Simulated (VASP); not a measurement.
Input of a VASP 6.6.1 run:

INCAR

```
ALGO = Normal
EDIFF = 1E-6
ENCUT = 520
GGA = PE
ISIF = 2
ISMEAR = 0
LASPH = T
LCHARG = T
LELF = T
LREAL = F
LVHAR = T
LWAVE = F
NBANDS = 39
NELM = 100
PREC = Accurate
SIGMA = 0.1
```

File KPOINTS:

```
k-points
0
Gamma
  6 6 8
```

Contents of POSCAR:

```
Sn3Te2O
1.0
    6.3875284088      0.0000000000      0.0000000000
   -3.1937642044      5.5317618694      0.0000000000
    0.0000000000      0.0000000000      5.5513427991
Sn Te O
3 2 1
Direct
    0.5000000000      0.5000000000      0.5028774076
    0.5000000000      0.0000000000      0.5028774076
    0.0000000000      0.5000000000      0.5028774076
    0.6666666667      0.3333333333      0.0880327479
    0.3333333333      0.6666666667      0.0880327479
    0.0000000000      0.0000000000      0.5089392315
```

Potentials or basis: VASP PAW PBE potentials, release 64 (Sn_d, Te, O).

Command:

```bash
$ cat potpaw_PBE.64/Sn_d/POTCAR potpaw_PBE.64/Te/POTCAR potpaw_PBE.64/O/POTCAR > POTCAR
$ mpirun -np 1 vasp_std > vasp.out
```

Q: What does it give for the pressure?

A: 0.0 GPa.

Q: Predict the band gap on the k mesh.

A: Zero (bands 30 and 31 overlap by 0.25 eV).

Q: Predict the largest force.

A: 0.009 eV/Å.

Forces on the atoms (eV/Å):
```
Sn   0.000  0.000  0.007
Sn   0.000  0.000  0.007
Sn   0.000  0.000  0.007
Te   0.000  0.000 -0.009
Te   0.000  0.000 -0.009
O    0.000  0.000 -0.002
```

Caveat: semilocal functionals underestimate gaps, so a narrow gap can read as zero; spin-orbit coupling is left out, which moves the levels of the heavy elements.
